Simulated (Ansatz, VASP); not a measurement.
## MgO: VASP beside Ansatz

```
CELL_PARAMETERS angstrom
0.00000 2.12750 2.12750
2.12750 0.00000 2.12750
2.12750 2.12750 0.00000
ATOMIC_POSITIONS crystal
Mg 0.00000 0.00000 0.00000
O 0.50000 0.50000 0.50000
```

Alike in both runs: functional PBE; k mesh 10 × 10 × 10; occupations gaussian, width 0.02 eV; no spin polarisation.

Ansatz relaxed the structure, and its values are those at the end. VASP's run is a single point on that final structure, the one shown.

|  | VASP | Ansatz |
| --- | --- | --- |
| version | VASP 6.6.1 | Ansatz 0.2.0 |
| potentials or method | VASP PAW PBE potentials, release 64 (Mg, O) | scalar-relativistic, plane waves, norm-conserving pseudopotentials |
| plane-wave cutoff (eV) | 600 | 1240 |
| valence electrons in the cell | 8 | 16 |

Ansatz gave:

```
gap on the k mesh at the Fermi level (eV) : 4.46
least direct gap on the mesh (eV)         : 4.46
pressure (GPa)                            : 0.0
```

**Question.** Which values does VASP return?

**Answer.** gap on the k mesh at the Fermi level (eV): 4.44; least direct gap on the mesh (eV): 4.44; pressure (GPa): -1.2.

VASP's potentials hold 8 valence electrons a cell and Ansatz's 16, so a difference there can come from the potentials and not from the codes.
